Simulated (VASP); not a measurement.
Set up this calculation in VASP 6.6.1, as the native input.

- Task: single point
- Functional: PBE
- Potentials or basis: VASP PAW PBE potentials, release 64 (Sn_d)
- Cutoff: 520 eV
- k mesh: 7 × 7 × 7
- Occupations: gaussian, width 0.023 eV
- Spin: no spin polarisation
- Dipole correction: no
- Further INCAR settings: ALGO = Fast; EDIFF = 1e-06; NBANDS = 21

The structure of Sn lies in POSCAR:

```
Sn
1.0
    0.0000000000      3.2333428000      3.2333428000
    3.2333428000      0.0000000000      3.2333428000
    3.2333428000      3.2333428000      0.0000000000
Sn
2
Direct
    0.7500000000      0.7500000000      0.7500000000
    0.5000000000      0.5000000000      0.5000000000
```

One way to write it, as run:

INCAR

```
ALGO     = Fast           # electronic algorithm
EDIFF    = 1E-6           # SCF threshold, eV
ENCUT    = 520            # plane-wave cutoff, eV
GGA      = PE             # functional
ISIF     = 2              # what is computed and relaxed
ISMEAR   = 0              # smearing method
LASPH    = True           # aspherical terms in the spheres
LCHARG   = False          # write CHGCAR
LREAL    = False          # projectors in reciprocal space
LWAVE    = False          # write WAVECAR
NBANDS   = 21             # bands
NELM     = 100            # most SCF steps
PREC     = Accurate       # precision mode
SIGMA    = 0.023          # smearing width, eV
```

KPOINTS

```
k-points
0
Gamma
  7 7 7
```

Potentials or basis: VASP PAW PBE potentials, release 64 (Sn_d).

Run with:

```bash
$ cat potpaw_PBE.64/Sn_d/POTCAR > POTCAR
$ mpirun -np 1 vasp_std > vasp.out
```

Results of the run:

```json
{
 "Pressure": "3.8 GPa",
 "Band gap on the k mesh": "zero (band 14 reaches 5.84 eV, above the bottom of band 15 at 5.80 eV)"
}
```

Caveat: spin-orbit coupling is left out, which moves the levels of the heavy elements.

It took 29 s on 1 thread of Intel(R) Xeon(R) Platinum 8488C (Sapphire Rapids) (shared host), peak memory 0.2 GiB.
